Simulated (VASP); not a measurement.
Wanted: the native input for a VASP 6.6.1 run.

```
Task                   : single point
Functional             : PBE
Potentials or basis    : VASP PAW PBE potentials, release 64 (Cu)
Cutoff                 : 520 eV
k mesh                 : 14 × 14 × 14, shifted
Occupations            : gaussian, width 0.1 eV
Spin                   : no spin polarisation
Dipole correction      : no
Further INCAR settings : ALGO = Fast; EDIFF = 1e-07; NBANDS = 12
```

The structure of Cu lies in POSCAR:

```
Cu
1.0
   -1.4427933200      1.4427933200      1.3760814500
    1.4427933200     -1.4427933200      1.3760814500
    1.4427933200      1.4427933200     -1.3760814500
Cu
1
Direct
    0.0000000000      0.0000000000      0.0000000000
```

The input as run:

INCAR

```
PREC = Accurate ; ENCUT = 520
EDIFF = 1E-7 ; ISMEAR = 0
SIGMA = 0.1 ; LREAL = F
LASPH = T ; NELM = 60
ALGO = Fast ; ISIF = 2
LWAVE = F ; LCHARG = T
GGA = PE ; LELF = T
LVHAR = T ; NBANDS = 12
```

KPOINTS

```
Automatic mesh
0
Gamma
  14 14 14
  0.5 0.5 0.5
```

Potentials or basis: VASP PAW PBE potentials, release 64 (Cu).

The run is started by

```sh
$ cat potpaw_PBE.64/Cu/POTCAR > POTCAR
$ mpirun -np 1 vasp_std > vasp.out
```

Results of the run:

```yaml
Pressure: 8.1 GPa
```

Wall time 26 s on 1 thread of Intel(R) Xeon(R) 6975P-C (Granite Rapids), with other jobs on the host, peak memory 0.14 GiB.
